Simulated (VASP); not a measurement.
# La in VASP: further runs, part 2 of 2

VASP 6.6.1. Earlier steps stand in the parts before.

### 3 Relaxation of cell and atoms, PBE

This run uses another cell than the first one, of 28.84 Å³/atom.

INCAR reads:

```
PREC = Accurate ; ENCUT = 600
EDIFF = 1E-7 ; ISMEAR = -1
SIGMA = 0.05 ; LREAL = F
LASPH = T ; NELM = 60
ALGO = Normal ; ISIF = 3
LWAVE = F ; LCHARG = F
GGA = PE ; IBRION = 2
NSW = 100 ; EDIFFG = -0.005
```

KPOINTS reads:

```
Automatic mesh
0
Gamma
  12 12 7
```

POSCAR reads:

```
La
1.0
    3.4513664195      0.0000000000      0.0000000000
   -1.7256832097      2.9889709970      0.0000000000
    0.0000000000      0.0000000000      5.5912135996
La
2
Direct
    0.3333333333      0.6666666667      0.2500000000
    0.6666666667      0.3333333333      0.7500000000
```

Potentials or basis: VASP PAW PBE potentials, release 64 (La).

The run is started by

```console
> cat potpaw_PBE.64/La/POTCAR > POTCAR
> mpirun -np 1 vasp_std > vasp.out
```

OUTCAR:

```text
PREC = Accurate
   ENCUT = 600
   EDIFF = 1E-7
   ISMEAR = -1
   LREAL = F
   LASPH = T
   NELM = 60
   ISIF = 3
   GGA = PE
   IBRION = 2
   NSW = 100
   EDIFFG = -0.005

 ion  position               nearest neighbor table
   1  0.333  0.667  0.250-   2 3.43   2 3.43   2 3.43   2 3.43   2 3.43   2 3.43
   2  0.667  0.333  0.750-   1 3.43   1 3.43   1 3.43   1 3.43   1 3.43   1 3.43

  LATTYP: Found a hexagonal cell.
 ALAT       =     3.4513664195
 C/A-ratio  =     1.6200000000

  Lattice vectors:

 A1 = (   3.4513664195,   0.0000000000,   0.0000000000)
 A2 = (  -1.7256832097,   2.9889709970,   0.0000000000)
 A3 = (   0.0000000000,   0.0000000000,   5.5912135996)

Analysis of symmetry for initial positions (statically):
=====================================================================
 Subroutine PRICEL returns:
 Original cell was already a primitive cell.

 Routine SETGRP: Setting up the symmetry group for a
 hexagonal supercell.

 Subroutine GETGRP returns: Found 24 space group operations
 (whereof 12 operations were pure point group operations)
 out of a pool of 24 trial point group operations.

The static configuration has the point symmetry D_3d.
 The point group associated with its full space group is D_6h.

Analysis of symmetry for dynamics (positions and initial velocities):
=====================================================================
 Subroutine PRICEL returns:
 Original cell was already a primitive cell.

 Routine SETGRP: Setting up the symmetry group for a
 hexagonal supercell.

 Subroutine GETGRP returns: Found 24 space group operations
 (whereof 12 operations were pure point group operations)
 out of a pool of 24 trial point group operations.

The dynamic configuration has the point symmetry D_3d.
 The point group associated with its full space group is D_6h.

 Subroutine INISYM returns: Found 24 space group operations
 (whereof 12 operations are pure point group operations),
 and found     1 'primitive' translations

----------------------------------------------------------------------------------------

                                     Primitive cell

  volume of cell :      57.6792

  direct lattice vectors                    reciprocal lattice vectors
     3.451366419  0.000000000  0.000000000     0.289740317  0.167281650  0.000000000
    -1.725683210  2.988970997  0.000000000     0.000000000  0.334563300  0.000000000
     0.000000000  0.000000000  5.591213600     0.000000000  0.000000000  0.178852047

  length of vectors
     3.451366419  3.451366419  5.591213600     0.334563300  0.334563300  0.178852047

  position of ions in fractional coordinates (direct lattice)
     0.333333333  0.666666667  0.250000000
     0.666666667  0.333333333  0.750000000

  ion indices of the primitive-cell ions
   primitive index   ion index
                 1           1
                 2           2

----------------------------------------------------------------------------------------

 KPOINTS: Automatic mesh

Automatic generation of k-mesh.
 Grid dimensions read from file:
 generate k-points for:   12   12    7

 Generating k-lattice:

  Cartesian coordinates                     Fractional coordinates (reciprocal lattice)
     0.024145026  0.013940137  0.000000000     0.083333333 -0.000000000  0.000000000
     0.000000000  0.027880275  0.000000000     0.000000000  0.083333333  0.000000000
     0.000000000  0.000000000  0.025550292     0.000000000  0.000000000  0.142857143

  Length of vectors
     0.027880275  0.027880275  0.025550292

  Shift w.r.t. Gamma in fractional coordinates (k-lattice)
     0.000000000  0.000000000  0.000000000

 Subroutine IBZKPT returns following result:
 ===========================================

 Found     76 irreducible k-points:

 Following reciprocal coordinates:
            Coordinates               Weight
  0.000000  0.000000  0.000000      1.000000
  0.083333  0.000000  0.000000      6.000000
  0.166667  0.000000  0.000000      6.000000
  0.250000  0.000000  0.000000      6.000000
  0.333333  0.000000  0.000000      6.000000
  0.416667  0.000000  0.000000      6.000000
[... 16 lines left out ...]
  0.250000  0.000000  0.142857     12.000000
  0.333333  0.000000  0.142857     12.000000
 [... further k-points ...]
   k-points           NKPTS =     76   k-points in BZ     NKDIM =     76   number of bands    NBANDS=     15
   number of dos      NEDOS =    301   number of ions     NIONS =      2
   total plane-waves  NPLWV =  37632
   dimension x,y,z NGX =    28 NGY =   28 NGZ =   48
   dimension x,y,z NGXF=    56 NGYF=   56 NGZF=   96
   ions per type =               2
   NGX,Y,Z   is equivalent  to a cutoff of  13.49, 13.49, 14.27 a.u.
   NGXF,Y,Z  is equivalent  to a cutoff of  26.97, 26.97, 28.54 a.u.
 SYSTEM =  unknown system
   PREC   = accura    normal or accurate (medium, high low for compatibility)
   ISTART =      0    job   : 0-new  1-cont  2-samecut
   ICHARG =      2    charge: 1-file 2-atom 10-const
   ISPIN  =      1    spin polarized calculation?
   LNONCOLLINEAR =      F non collinear calculations
   LSORBIT =      F    spin-orbit coupling
   LASPH  =      T    aspherical Exc in radial PAW
   ENCUT  =  600.0 eV  44.10 Ry    6.64 a.u.   6.89  6.89 11.17*2*pi/ulx,y,z
   NELM   =     60;   NELMIN=  2; NELMDL= -5     # of ELM steps
   EDIFF  = 0.1E-06   stopping-criterion for ELM
   LREAL  =      F    real-space projection
   EDIFFG = -.5E-02   stopping-criterion for IOM
   NSW    =    100    number of steps for IOM
   IBRION =      2    ionic relax: 0-MD 1-quasi-New 2-CG
   NFREE  =      1    steps in history (QN), initial steepest desc. (CG)
   ISIF   =      3    stress and relaxation
   ISYM   =      2    0-nonsym 1-usesym 2-fastsym
   POTIM  = 0.5000    time-step for ionic-motion
   TEBEG  =    0.0;   TEEND  =   0.0 temperature during run
   PSTRESS=    0.0 pullay stress
   NELECT =      22.0000    total number of electrons
   NUPDOWN=      -1.0000    fix difference up-down
   EMIN   =  10.00;   EMAX   =-10.00  energy-range for DOS
   EFERMI =   0.00;   METHOD = LEGACY
   ISMEAR =    -1;   SIGMA  =   0.05  broadening in eV -4-tet -1-fermi 0-gaus
   EFERMI_NEDOS =   21; number of points for ismear=-14 and -15
   IALGO  =     38    algorithm
   IMIX   =      4    mixing-type and parameters
     AMIX     =   0.40;   BMIX     =  1.00
     AMIX_MAG =   1.60;   BMIX_MAG =  1.00
  volume/ion in A,a.u.               =      28.84       194.62
  Fermi-wavevector in a.u.,A,eV,Ry     =   1.187252  2.243580 19.178316  1.409566
  Thomas-Fermi vector in A             =   2.323407
   LORBIT       =      0    0 simple, 1 ext, 2 COOP (PROOUT), +10 PAW based schemes
   GGA     = PE    functional components
   LHFCALC =     F    Hartree Fock is set to
   AEXX    =    0.0000 exact exchange contribution
   IVDW    =     0    specifies the selected vdW correction
   LEPSILON=     F    determine dielectric tensor
   LRPA    =     F    only Hartree local field effects (RPA)
 conjugate gradient relaxation of ions
 non-spin polarized calculation
  energy-cutoff  :      600.00
  volume of cell :       57.68
 maximum number of plane-waves:      1959
 NGX is ok and might be reduce to    28
   NGX = 13   NGY = 13   NGZ = 23

--------------------------------------- Ionic step        1  -------------------------------------------

 number of electron      22.0000001 magnetization

 Free energy of the ion-electron system (eV)
  ---------------------------------------------------
  ext. energy  EPLUGINS =         0.00000000
  ---------------------------------------------------
  free energy    TOTEN  =        -9.29153363 eV

  energy without entropy =       -9.26853292  energy(sigma->0) =       -9.28003327

 E-fermi :  10.5623     XC(G=0): -10.6401

 val. band max:       10.5464104485   @ k =   0.2500   0.2500   0.0000
 cond. band min:      10.5936345372   @ k =   0.2500   0.2500   0.4286
 fundamental gap:      0.0472240888
 Fermi energy:        10.5622794984

 k-point     1 :       0.0000    0.0000    0.0000
  band No.  band energies     occupation
      1     -22.1239      2.00000
      2     -21.6007      2.00000
      3      -7.1328      2.00000
      4      -4.7515      2.00000
      5      -4.7515      2.00000
      6      -4.3915      2.00000
      7      -4.3915      2.00000
      8      -4.3506      2.00000
      9       7.8538      2.00000
     10       8.5272      2.00000
     11      11.6604      0.00000
     12      11.9990      0.00000
     13      11.9990      0.00000
     14      12.3523      0.00000
     15      12.5258      0.00000
[... 663 lines left out ...]
  energy  without entropy=       -9.7000460799  energy(sigma->0) =       -9.71552495

--------------------------------------- Ionic step        8  -------------------------------------------

 number of electron      21.9999997 magnetization

 Free energy of the ion-electron system (eV)
  ---------------------------------------------------
  ext. energy  EPLUGINS =         0.00000000
  ---------------------------------------------------
  free energy    TOTEN  =        -9.73100895 eV

  energy without entropy =       -9.70008903  energy(sigma->0) =       -9.71554899

 E-fermi :   7.6964     XC(G=0):  -9.4960

 val. band max:        7.6737484288   @ k =   0.3333   0.2500   0.4286
 cond. band min:       7.7055689038   @ k =   0.3333   0.3333   0.0000
 fundamental gap:      0.0318204750
 Fermi energy:         7.6964153576

 k-point     1 :       0.0000    0.0000    0.0000
  band No.  band energies     occupation
      1     -25.1809      2.00000
      2     -24.9860      2.00000
      3      -9.5352      2.00000
      4      -8.4048      2.00000
      5      -8.4048      2.00000
      6      -8.2220      2.00000
      7      -8.2220      2.00000
      8      -8.1777      2.00000
      9       4.5242      2.00000
     10       5.9705      2.00000
     11       8.8161      0.00000
     12       9.0056      0.00000
     13       9.0056      0.00000
     14       9.2292      0.00000
     15       9.3173      0.00000
[... 443 lines left out ...]
  FREE ENERGIE OF THE ION-ELECTRON SYSTEM (eV)
  ---------------------------------------------------
  free  energy   TOTEN  =        -9.7310089453 eV

  energy  without entropy=       -9.7000890275  energy(sigma->0) =       -9.71554899

 reached required accuracy - stopping structural energy minimisation
```

OSZICAR:

```text
N       E                     dE             d eps       ncg     rms          rms(c)
DAV:   1     0.252169707972E+03    0.25217E+03   -0.88452E+03  2280   0.238E+03
DAV:   2     0.300508594990E+02   -0.22212E+03   -0.22020E+03  3499   0.375E+02
DAV:   3    -0.477191299237E+01   -0.34823E+02   -0.34262E+02  3968   0.169E+02
[... 87 lines left out ...]
DAV:   3    -0.973100217371E+01    0.62289E-04   -0.37174E-04  3408   0.191E-01    0.840E-03
DAV:   4    -0.973100546171E+01   -0.32880E-05   -0.38012E-05  4536   0.675E-02    0.473E-03
DAV:   5    -0.973100785953E+01   -0.23978E-05   -0.31356E-06  4417   0.163E-02    0.307E-03
DAV:   6    -0.973100912200E+01   -0.12625E-05   -0.97323E-07  3108   0.110E-02    0.540E-04
DAV:   7    -0.973100892944E+01    0.19256E-06   -0.47150E-08  2589   0.508E-03    0.292E-04
DAV:   8    -0.973100894529E+01   -0.15851E-07   -0.19708E-08  2057   0.316E-03
   8 F= -.97310089E+01 E0= -.97155490E+01  d E =-.511792E-05
```

CONTCAR:

```text
La
   1.00000000000000
     3.7855023263872019    0.0000000000057053   -0.0000000000000000
    -1.8927511631338199    3.2783411806616636    0.0000000000000000
    -0.0000000000000000    0.0000000000000000    6.0826627673839138
  La
     2
Direct
     0.3333333332999970    0.6666666667000030    0.2500000000000000
     0.6666666667000030    0.3333333332999970    0.7500000000000000

  0.00000000E+00  0.00000000E+00  0.00000000E+00
  0.00000000E+00  0.00000000E+00  0.00000000E+00
```

It took 5.5 min on 1 thread of Oxide Virtual Turin-like, shared host; peak memory 0.22 GiB.

Results:

- Free energy: -9.7310 eV
- Relaxed volume: 37.74 Å³/atom
- Relaxed cell: a = 3.786 Å, b = 3.786 Å, c = 6.083 Å, α = 90.00°, β = 90.00°, γ = 120.00°
- Space group after relaxing (to 0.1 Å): P6_3/mmc (No. 194)
- Energy gained by relaxing: 219.7 meV/atom
- Ionic steps: 8
- Pressure after relaxing: 0.0 GPa
- Band gap on the k mesh: zero (bands 11 and 12 overlap by 1.33 eV)

Step by step:
| step | energy change (eV) | largest force (eV/Å) | pressure (GPa) | volume (Å³) |
| --- | --- | --- | --- | --- |
| 1 | 0.0000 | 0.0000 | 9.20 | 57.68 |
| 2 | -0.4291 | 0.0000 | 1.02 | 72.63 |
| 3 | -0.4370 | 0.0000 | -0.24 | 76.10 |
| 4 | -0.4376 | 0.0000 | 0.02 | 75.35 |
| 5 | -0.4386 | 0.0000 | 0.01 | 75.43 |
| 6 | -0.4395 | 0.0000 | -0.03 | 75.60 |
| 7 | -0.4395 | 0.0000 | -0.03 | 75.60 |
| 8 | -0.4395 | 0.0000 | 0.01 | 75.49 |

Final structure:
```
CELL_PARAMETERS angstrom
3.78550 0.00000 0.00000
-1.89275 3.27834 0.00000
0.00000 0.00000 6.08266
ATOMIC_POSITIONS crystal
La 0.33333 0.66667 0.25000
La 0.66667 0.33333 0.75000
```

Levels at points of the mesh, in eV from the Fermi level:
```tsv
k point	band 8	band 9	band 10	band 11	band 12	band 13	band 14	band 15
(0.00, 0.00, 0.00)	-15.87	-3.17	-1.73	1.12	1.31	1.31	1.53	1.62
(0.50, 0.00, 0.00)	-16.07	-1.55	-1.14	-1.10	1.14	1.20	1.32	1.48
```

Caveat: the volume moved by over 15 % at a fixed basis, so the end points are rough; spin-orbit coupling is left out, which moves the levels of the heavy elements.

The gap in the log of VASP goes by the Fermi energy; the results here count the filled bands.